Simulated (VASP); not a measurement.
# BeSe (F-43m) in VASP: a series of runs, part 2 of 2

VASP 6.6.1.

**3. Single point, PBE**

INCAR

```
  PREC = Accurate
  ENCUT = 600
  EDIFF = 1E-6
  ISMEAR = 0
  SIGMA = 0.02
  LREAL = False
  LASPH = True
  NELM = 120
  ALGO = Normal
  ISIF = 2
  LWAVE = False
  LCHARG = True
  GGA = PE
  LELF = True
  LVHAR = True
  NBANDS = 31
  GGA_COMPAT = False
```

KPOINTS

```
Automatic mesh
0
Gamma
  4 4 4
```

POSCAR

```
BeSe
1.0
    0.0000000000      4.8529380407      4.8529380407
    4.8529380407      0.0000000000      4.8529380407
    4.8529380407      4.8529380407      0.0000000000
Be Se
5 5
Direct
    0.2500000000      0.2500000000      0.2500000000
    0.3370278565      0.8876573812      0.8876573812
    0.8876573812      0.3370278565      0.8876573812
    0.8876573812      0.8876573812      0.3370278565
    0.8876573812      0.8876573812      0.8876573812
    0.1209414927      0.1209414927      0.1209414927
    0.1209414927      0.6371755220      0.1209414927
    0.1209414927      0.1209414927      0.6371755220
    0.6371755220      0.1209414927      0.1209414927
    0.7500000000      0.7500000000      0.7500000000
```

Potentials or basis: VASP PAW PBE potentials, release 64 (Be, Se).

Launch:

```console
$ cat potpaw_PBE.64/Be/POTCAR potpaw_PBE.64/Se/POTCAR > POTCAR
$ mpirun -np 1 vasp_std > vasp.out
```

OUTCAR:

```text
PREC = Accurate
   ENCUT = 600
   EDIFF = 1E-6
   ISMEAR = 0
   LREAL = False
   LASPH = True
   NELM = 120
   ISIF = 2
   GGA = PE

 ion  position               nearest neighbor table
   1  0.250  0.250  0.250-   6 2.17   7 2.17   8 2.17   9 2.17
   2  0.337  0.888  0.888-   6 2.27   7 2.27   8 2.27  10 2.31
   3  0.888  0.337  0.888-   6 2.27   8 2.27   9 2.27  10 2.31
   4  0.888  0.888  0.337-   6 2.27   7 2.27   9 2.27  10 2.31
   5  0.888  0.888  0.888-   8 2.27   7 2.27   9 2.27  10 2.31
   6  0.121  0.121  0.121-   1 2.17   2 2.27   3 2.27   4 2.27
   7  0.121  0.637  0.121-   1 2.17   5 2.27   4 2.27   2 2.27
   8  0.121  0.121  0.637-   1 2.17   5 2.27   3 2.27   2 2.27
   9  0.637  0.121  0.121-   1 2.17   5 2.27   4 2.27   3 2.27
  10  0.750  0.750  0.750-   2 2.31   3 2.31   4 2.31   5 2.31

  LATTYP: Found a face centered cubic cell.
 ALAT       =     9.7058760814

  Lattice vectors:

 A1 = (   0.0000000000,   4.8529380407,   4.8529380407)
[... 182 lines left out ...]
 Fermi energy:         1.0945705087

 k-point     1 :       0.0000    0.0000    0.0000
  band No.  band energies     occupation
      1     -12.3867      2.00000
      2     -11.1974      2.00000
      3     -10.6913      2.00000
      4     -10.6913      2.00000
      5     -10.6913      2.00000
      6      -5.3009      2.00000
[... 261 lines left out ...]
     30       7.6125      0.00000
     31       7.7204      0.00000

------------------------ aborting loop because EDIFF is reached ----------------------------------------

  FORCE on cell =-STRESS in cart. coord.  units (eV):
  Direction    XX          YY          ZZ          XY          YZ          ZX
  --------------------------------------------------------------------------------------
  -------------------------------------------------------------------------------------
  Total        0.2581436      0.2581436      0.2581436      0.0000000      0.0000000      0.0000000
  in kB        1.8093714      1.8093714      1.8093714      0.0000000      0.0000000      0.0000000
  external PRESSURE =       1.8093714 kB  Pullay stress =       0.0000000 kB

 VOLUME and BASIS-vectors are now :
 -----------------------------------------------------------------------------
  energy-cutoff  :      600.00
  volume of cell :      228.58
      direct lattice vectors                 reciprocal lattice vectors
     0.000000000  4.852938041  4.852938041    -0.103030370  0.103030370  0.103030370
     4.852938041  0.000000000  4.852938041     0.103030370 -0.103030370  0.103030370
     4.852938041  4.852938041  0.000000000     0.103030370  0.103030370 -0.103030370

 POSITION                                       TOTAL-FORCE (eV/Angst)
 -----------------------------------------------------------------------------------
      2.42647      2.42647      2.42647        -0.000000     -0.000000      0.000000
      8.61549      5.94332      5.94332        -0.000182      0.000182      0.000182
      5.94332      8.61549      5.94332         0.000182     -0.000182      0.000182
      5.94332      5.94332      8.61549         0.000182      0.000182     -0.000182
      8.61549      8.61549      8.61549        -0.000182     -0.000182     -0.000182
      1.17384      1.17384      1.17384         0.005718      0.005718      0.005718
      3.67909      1.17384      3.67909        -0.005718      0.005718     -0.005718
      3.67909      3.67909      1.17384        -0.005718     -0.005718      0.005718
      1.17384      3.67909      3.67909         0.005718     -0.005718     -0.005718
      7.27941      7.27941      7.27941        -0.000000     -0.000000      0.000000
 -----------------------------------------------------------------------------------
    total drift:                               -0.000001     -0.000001     -0.000001

  FREE ENERGIE OF THE ION-ELECTRON SYSTEM (eV)
  ---------------------------------------------------
  free  energy   TOTEN  =       -42.3424963201 eV

  energy  without entropy=      -42.3424963201  energy(sigma->0) =      -42.34249632
```

OSZICAR:

```text
N       E                     dE             d eps       ncg     rms          rms(c)
DAV:   1     0.200472364211E+03    0.20047E+03   -0.16651E+04   496   0.118E+03
DAV:   2    -0.213302996636E+02   -0.22180E+03   -0.21255E+03   639   0.190E+02
DAV:   3    -0.426890004851E+02   -0.21359E+02   -0.21190E+02   616   0.663E+01
DAV:   4    -0.431858999204E+02   -0.49690E+00   -0.49596E+00   658   0.110E+01
DAV:   5    -0.431940397086E+02   -0.81398E-02   -0.81379E-02   633   0.134E+00    0.757E+00
DAV:   6    -0.425839316115E+02    0.61011E+00   -0.49696E-01   595   0.287E+00    0.468E+00
DAV:   7    -0.423228130668E+02    0.26112E+00   -0.87723E-01   619   0.378E+00    0.830E-01
DAV:   8    -0.423347951620E+02   -0.11982E-01   -0.85394E-02   609   0.127E+00    0.431E-01
DAV:   9    -0.423392199071E+02   -0.44247E-02   -0.72486E-03   603   0.372E-01    0.133E-01
DAV:  10    -0.423417717028E+02   -0.25518E-02   -0.13686E-03   610   0.163E-01    0.878E-02
DAV:  11    -0.423425344673E+02   -0.76276E-03   -0.85994E-04   573   0.142E-01    0.286E-02
DAV:  12    -0.423425313396E+02    0.31277E-05   -0.17416E-04   594   0.659E-02    0.164E-02
DAV:  13    -0.423425022434E+02    0.29096E-04   -0.51970E-05   611   0.356E-02    0.662E-03
DAV:  14    -0.423424969052E+02    0.53382E-05   -0.16492E-05   594   0.199E-02    0.322E-03
DAV:  15    -0.423424963201E+02    0.58513E-06   -0.17584E-06   578   0.622E-03
   1 F= -.42342496E+02 E0= -.42342496E+02  d E =-.914973E-15
```

Wall time 61 s (1 thread of Intel Xeon 6975P-C (Granite Rapids), shared host); peak memory 0.43 GiB.

What came out:

```yaml
Free_energy: -42.3425 eV
Pressure: 0.2 GPa
Largest_force: 0.010 eV/Å
Band_gap_on_the_k_mesh: 2.56 eV, direct
```

Forces on the atoms (eV/Å):
```
Be   0.000  0.000  0.000
Be   0.000  0.000  0.000
Be   0.000  0.000  0.000
Be   0.000  0.000  0.000
Be   0.000  0.000  0.000
Se   0.006  0.006  0.006
Se  -0.006  0.006 -0.006
Se  -0.006 -0.006  0.006
Se   0.006 -0.006 -0.006
Se   0.000  0.000  0.000
```

Levels at points of the mesh, in eV from the valence-band top:
```csv
k point,band 18,band 19,band 20,band 21,band 22,band 23
"(0.00, 0.00, 0.00)",0.00,0.00,0.00,2.56,4.16,4.16
"(0.50, 0.00, 0.00)",-0.34,-0.34,-0.33,3.21,3.84,4.81
"(0.50, 0.50, 0.00)",-1.41,-0.37,-0.37,4.27,4.44,4.44
```

**4. Relaxation of cell and atoms, PBE**

INCAR

```
SYSTEM = BeSe
PREC     = Accurate       ! precision mode
ENCUT    = 600            ! plane-wave cutoff, eV
EDIFF    = 1E-7           ! SCF threshold, eV
ISMEAR   = 0              ! smearing method
SIGMA    = 0.02           ! smearing width, eV
LREAL    = .False.        ! projectors in reciprocal space
LASPH    = .True.         ! aspherical terms in the spheres
NELM     = 120            ! most SCF steps
ALGO     = Normal         ! electronic algorithm
ISIF     = 3              ! what is computed and relaxed
LWAVE    = .False.        ! write WAVECAR
LCHARG   = .False.        ! write CHGCAR
GGA      = PE             ! functional
IBRION   = 2              ! ionic algorithm
NSW      = 100            ! ionic steps
EDIFFG   = -0.01          ! ionic threshold
GGA_COMPAT= .False.      
NELMIN   = 4
```

KPOINTS

```
regular mesh
0
Gamma
  4 4 4
  0 0 0
```

POSCAR is that of step 3.

Launch:

```console
$ cat potpaw_PBE.64/Be/POTCAR potpaw_PBE.64/Se/POTCAR > POTCAR
$ mpirun -np 1 vasp_std > vasp.out
```

It took 2 min on 1 thread of Intel Xeon 6975P-C (Granite Rapids), shared host; peak memory 0.46 GiB.

It converged, with:

- Free energy: -42.3429 eV
- Relaxed volume: 22.93 Å³/atom
- Relaxed cell: a = 6.871 Å, b = 6.871 Å, c = 6.871 Å, α = 60.00°, β = 60.00°, γ = 60.00°
- Space group after relaxing (to 0.05 Å): F-43m (No. 216)
- Energy gained by relaxing: 0.0 meV/atom
- Ionic steps: 4
- Pressure after relaxing: 0.0 GPa
- Largest force after relaxing: 0.004 eV/Å
- Band gap on the k mesh: 2.56 eV, direct

Forces on the atoms (eV/Å):
```
Be   0.000  0.000  0.000
Be   0.002 -0.002 -0.002
Be  -0.002  0.002 -0.002
Be  -0.002 -0.002  0.002
Be   0.002  0.002  0.002
Se   0.000  0.000  0.000
Se   0.000  0.000  0.000
Se   0.000  0.000  0.000
Se   0.000  0.000  0.000
Se   0.000  0.000  0.000
```

Step by step:
| step | energy change (eV) | largest force (eV/Å) | pressure (GPa) | volume (Å³) |
| --- | --- | --- | --- | --- |
| 1 | 0.0000 | 0.0099 | 0.18 | 228.58 |
| 2 | -0.0004 | 0.0156 | -0.03 | 229.44 |
| 3 | -0.0004 | 0.0112 | 0.01 | 229.29 |
| 4 | -0.0004 | 0.0038 | 0.00 | 229.34 |

Final structure:
```cif
data_structure
_symmetry_space_group_name_H-M 'P 1'
_symmetry_Int_Tables_number 1
_cell_length_a 6.8707
_cell_length_b 6.8707
_cell_length_c 6.8707
_cell_angle_alpha 60.000
_cell_angle_beta 60.000
_cell_angle_gamma 60.000
_cell_volume 229.34
loop_
_atom_site_label
_atom_site_type_symbol
_atom_site_fract_x
_atom_site_fract_y
_atom_site_fract_z
_atom_site_occupancy
Be1 Be 0.25000 0.25000 0.25000 1
Be2 Be 0.33695 0.88768 0.88768 1
Be3 Be 0.88768 0.33695 0.88768 1
Be4 Be 0.88768 0.88768 0.33695 1
Be5 Be 0.88768 0.88768 0.88768 1
Se1 Se 0.12093 0.12093 0.12093 1
Se2 Se 0.12093 0.63720 0.12093 1
Se3 Se 0.12093 0.12093 0.63720 1
Se4 Se 0.63720 0.12093 0.12093 1
Se5 Se 0.75000 0.75000 0.75000 1
```

Levels at points of the mesh, in eV from the valence-band top:
```tsv
k point	band 16	band 17	band 18	band 19	band 20	band 21	band 22	band 23	band 24	band 25
(0.00, 0.00, 0.00)	-0.35	-0.35	0.00	0.00	0.00	2.56	4.16	4.16	4.16	4.54
(0.50, 0.00, 0.00)	-1.12	-1.12	-0.33	-0.33	-0.33	3.21	3.84	4.82	4.82	4.90
(0.50, 0.50, 0.00)	-1.52	-1.40	-1.40	-0.37	-0.37	4.27	4.44	4.44	4.72	5.01
```
